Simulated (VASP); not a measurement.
# CS2 in VASP: single point with PBEsol

Aim: the single point of CS2 with PBEsol.

Program: VASP 6.6.1. These are calculated values, not measurements. Logs are shortened: lines on timing, memory, paths and dates and some standing lists are left out, and cuts for length are marked.

### Step 1. The cell of the first run

The cell holds a disordered packing, 30 atoms: a = 9.283 Å, b = 9.283 Å, c = 9.283 Å, α = 90.00°, β = 90.00°, γ = 90.00°.

### Step 2. Single point, PBEsol

Input file INCAR:

```
ALGO = Normal ; EDIFF = 1E-6
ENCUT = 1000 ; GGA = PS
GGA_COMPAT = F ; ISIF = 2
ISMEAR = -1 ; LASPH = T
LCHARG = T ; LELF = T
LREAL = Auto ; LVHAR = T
LWAVE = F ; NBANDS = 101
NELM = 120 ; PREC = Accurate
SIGMA = 0.05
```

Input file KPOINTS:

```
k-points
0
Gamma
  1 1 1
```

Input file POSCAR:

```
CS2
1.0
    9.2831780000      0.0000000000      0.0000000000
    0.0000000000      9.2831780000      0.0000000000
    0.0000000000      0.0000000000      9.2831780000
S C
20 10
Direct
    0.0369304667      0.7023438649      0.4282707580
    0.1052059920      0.4154470871      0.5893471330
    0.8992154901      0.9708316423      0.1545389885
    0.6775053433      0.9002568854      0.3968616436
    0.4369282409      0.6178441595      0.6772550855
    0.5214910426      0.2990332362      0.6148620430
   -0.0042230519      0.6061013287      1.0813730749
    0.1683425060      0.7917808187      0.8614284184
    0.2905300269      0.9076078336      0.2876256119
    0.4959965156      1.0509464430      0.0631643326
    0.7958633806      0.3480762238      0.3474282986
    0.7309672060      0.3235030838      0.0191397100
    0.4363269839      0.5185058581      0.3041264722
    0.5442731046      0.6839286134      0.0318215852
    0.8082743182      0.6118640158      0.7373176942
    0.7314846244      0.9354303382      0.7837950800
    0.1227119018      0.2733623948      0.1899444351
    0.3367535712      0.3677725173     -0.0519442971
    0.0481796632      0.1638017568      0.8255343614
    0.0372135333      0.0391667473      0.5141421854
    0.0731588042      0.5593710748      0.5085746545
    0.7864749146      0.9365415849      0.2745095045
    0.4803028284      0.4589420830      0.6464792537
    0.0833319949      0.6971967102      0.9713653068
    0.3925088071      0.9807072552      0.1751039584
    0.7635714506      0.3353018720      0.1834427210
    0.4910274221      0.6024569890      0.1690658557
    0.7691904232      0.7731561614      0.7591199653
    0.2326005425      0.3207068040      0.0713597045
    0.0426370532      0.0998387167      0.6705518611
```

Potentials or basis: VASP PAW PBE potentials, release 64 (S, C_h).

The run is started by

```console
cat potpaw_PBE.64/S/POTCAR potpaw_PBE.64/C_h/POTCAR > POTCAR
mpirun -np 1 vasp_gam > vasp.out
```

OUTCAR:

```text
EDIFF = 1E-6
   ENCUT = 1000
   GGA = PS
   ISIF = 2
   ISMEAR = -1
   LASPH = T
   LREAL = Auto
   NELM = 120
   PREC = Accurate

 ion  position               nearest neighbor table
   1  0.037  0.702  0.428-  21 1.56
   2  0.105  0.415  0.589-  21 1.56
   3  0.899  0.971  0.155-  22 1.56
   4  0.678  0.900  0.397-  22 1.56
   5  0.437  0.618  0.677-  23 1.56
   6  0.521  0.299  0.615-  23 1.56
[... 12 lines left out ...]
  19  0.048  0.164  0.826-  30 1.56
  20  0.037  0.039  0.514-  30 1.56
  21  0.073  0.559  0.509-   1 1.56   2 1.56
  22  0.786  0.937  0.275-   4 1.56   3 1.56
  23  0.480  0.459  0.646-   5 1.56   6 1.56
  24  0.083  0.697  0.971-   7 1.56   8 1.56
  25  0.393  0.981  0.175-  10 1.56   9 1.56
  26  0.764  0.335  0.183-  11 1.56  12 1.56
  27  0.491  0.602  0.169-  13 1.56  14 1.56
  28  0.769  0.773  0.759-  15 1.55  16 1.56
  29  0.233  0.321  0.071-  18 1.56  17 1.56
  30  0.043  0.100  0.671-  19 1.56  20 1.56

  LATTYP: Found a simple cubic cell.
 ALAT       =     9.2831780000

  Lattice vectors:

 A1 = (   9.2831780000,   0.0000000000,   0.0000000000)
 A2 = (   0.0000000000,   9.2831780000,   0.0000000000)
 A3 = (   0.0000000000,   0.0000000000,   9.2831780000)

Analysis of symmetry for initial positions (statically):
=====================================================================
 Subroutine PRICEL returns:
 Original cell was already a primitive cell.

 Routine SETGRP: Setting up the symmetry group for a
 simple cubic supercell.

 Subroutine GETGRP returns: Found  1 space group operations
 (whereof  1 operations were pure point group operations)
 out of a pool of 48 trial point group operations.

The static configuration has the point symmetry C_1 .

Analysis of symmetry for dynamics (positions and initial velocities):
=====================================================================
 Subroutine PRICEL returns:
 Original cell was already a primitive cell.

 Routine SETGRP: Setting up the symmetry group for a
 simple cubic supercell.

 Subroutine GETGRP returns: Found  1 space group operations
 (whereof  1 operations were pure point group operations)
 out of a pool of 48 trial point group operations.

The dynamic configuration has the point symmetry C_1 .

 Subroutine INISYM returns: Found  1 space group operations
 (whereof  1 operations are pure point group operations),
 and found     1 'primitive' translations

[... 131 lines left out ...]
   NFREE  =      0    steps in history (QN), initial steepest desc. (CG)
   ISIF   =      2    stress and relaxation
   ISYM   =      2    0-nonsym 1-usesym 2-fastsym
   POTIM  = 0.5000    time-step for ionic-motion
   TEBEG  =    0.0;   TEEND  =   0.0 temperature during run
   PSTRESS=    0.0 pullay stress
   NELECT =     160.0000    total number of electrons
   NUPDOWN=      -1.0000    fix difference up-down
   EMIN   =  10.00;   EMAX   =-10.00  energy-range for DOS
   EFERMI =   0.00;   METHOD = LEGACY
   ISMEAR =    -1;   SIGMA  =   0.05  broadening in eV -4-tet -1-fermi 0-gaus
   EFERMI_NEDOS =   21; number of points for ismear=-14 and -15
   IALGO  =     38    algorithm
   IMIX   =      4    mixing-type and parameters
     AMIX     =   0.40;   BMIX     =  1.00
     AMIX_MAG =   1.60;   BMIX_MAG =  1.00
  volume/ion in A,a.u.               =      26.67       179.96
  Fermi-wavevector in a.u.,A,eV,Ry     =   0.957381  1.809188 12.470806  0.916578
  Thomas-Fermi vector in A             =   2.086394
   LORBIT       =      0    0 simple, 1 ext, 2 COOP (PROOUT), +10 PAW based schemes
   GGA     = PS    functional components
   LHFCALC =     F    Hartree Fock is set to
   AEXX    =    0.0000 exact exchange contribution
   IVDW    =     0    specifies the selected vdW correction
   LEPSILON=     F    determine dielectric tensor
   LRPA    =     F    only Hartree local field effects (RPA)
 non-spin polarized calculation
  energy-cutoff  :     1000.00
  volume of cell :      800.00
 maximum number of plane-waves:     28682
 NGX is ok and might be reduce to    96
   NGX = 47   NGY = 47   NGZ = 47

 number of electron     159.9999999 magnetization

 Free energy of the ion-electron system (eV)
  ---------------------------------------------------
  ext. energy  EPLUGINS =         0.00000000
  ---------------------------------------------------
  free energy    TOTEN  =      -173.05768334 eV

  energy without entropy =     -173.05768334  energy(sigma->0) =     -173.05768334

 E-fermi :   1.0426     XC(G=0):  -7.5374

 val. band max:       -0.1460847281   @ k =   0.0000   0.0000   0.0000
 cond. band min:       2.5389160688   @ k =   0.0000   0.0000   0.0000
 fundamental gap:      2.6850007969
 Fermi energy:         1.0425821527

 k-point     1 :       0.0000    0.0000    0.0000
  band No.  band energies     occupation
      1     -15.6508      2.00000
      2     -15.5491      2.00000
      3     -15.4717      2.00000
      4     -15.4111      2.00000
      5     -15.3570      2.00000
      6     -15.3174      2.00000
[... 84 lines left out ...]
     91       3.1916      0.00000
     92       3.2242      0.00000
 [bands above 92 left out]

------------------------ aborting loop because EDIFF is reached ----------------------------------------

  FORCE on cell =-STRESS in cart. coord.  units (eV):
  Direction    XX          YY          ZZ          XY          YZ          ZX
  --------------------------------------------------------------------------------------
  -------------------------------------------------------------------------------------
  Total       -0.1465567      0.0539728     -3.3060660     -0.4210401      0.9670863      1.7698892
  in kB       -0.2935123      0.1080926     -6.6211293     -0.8432259      1.9368044      3.5445950
  external PRESSURE =      -2.2688497 kB  Pullay stress =       0.0000000 kB

 VOLUME and BASIS-vectors are now :
 -----------------------------------------------------------------------------
  energy-cutoff  :     1000.00
  volume of cell :      800.00
      direct lattice vectors                 reciprocal lattice vectors
     9.283178000  0.000000000  0.000000000     0.107721731  0.000000000  0.000000000
     0.000000000  9.283178000  0.000000000     0.000000000  0.107721731  0.000000000
     0.000000000  0.000000000  9.283178000     0.000000000  0.000000000  0.107721731

 POSITION                                       TOTAL-FORCE (eV/Angst)
 -----------------------------------------------------------------------------------
      0.34283      6.51998      3.97571         0.036063     -0.271889      0.143242
      0.97665      3.85667      5.47101        -0.063693      0.260761     -0.180108
      8.34758      9.01240      1.43461        -0.196550     -0.055076      0.177710
      6.28940      8.35724      3.68414         0.171263      0.033102     -0.176278
      4.05608      5.73556      6.28708         0.055679     -0.276915     -0.038393
      4.84109      2.77598      5.70787        -0.084315      0.282929      0.105696
[... 22 lines left out ...]
      2.15927      2.97718      0.66244         0.026553     -0.008142      0.005629
      0.39581      0.92682      6.22485        -0.048074     -0.014204      0.016368
 -----------------------------------------------------------------------------------
    total drift:                                0.023962     -0.020749     -0.006695

  FREE ENERGIE OF THE ION-ELECTRON SYSTEM (eV)
  ---------------------------------------------------
  free  energy   TOTEN  =      -173.0576833401 eV

  energy  without entropy=     -173.0576833399  energy(sigma->0) =     -173.05768334
```

It took 6.5 min on 1 thread of Intel Xeon Platinum 8488C (Sapphire Rapids), shared host; peak memory 1.5 GiB.

What came out:

* Free energy: -173.0577 eV
* Pressure: -0.2 GPa
* Largest force: 0.556 eV/Å

Forces in eV/Å, atoms in the order of the input:
```
S    0.036 -0.272  0.143
S   -0.064  0.261 -0.180
S   -0.197 -0.055  0.178
S    0.171  0.033 -0.176
S    0.056 -0.277 -0.038
S   -0.084  0.283  0.106
S    0.124  0.149 -0.183
S   -0.131 -0.140  0.187
S    0.238  0.156 -0.296
S   -0.254 -0.148  0.293
S   -0.050  0.013 -0.210
S    0.057  0.037  0.241
S    0.111  0.214 -0.341
S   -0.076 -0.218  0.371
S   -0.052  0.323  0.059
S    0.041 -0.350 -0.033
S    0.373  0.107 -0.384
S   -0.414 -0.077  0.363
S    0.010 -0.108 -0.225
S    0.032  0.092  0.237
C    0.051  0.019  0.012
C   -0.034 -0.020  0.003
C    0.042 -0.009 -0.097
C    0.042  0.009 -0.029
C    0.001 -0.023  0.016
C   -0.005 -0.008 -0.009
C   -0.032  0.016 -0.034
C    0.029  0.012  0.006
C    0.027 -0.008  0.006
C   -0.048 -0.014  0.016
```

Caveat: the k points lie up to 0.68 Å⁻¹ apart; the PAW data sets were made with another functional, which shifts forces and pressure a little.
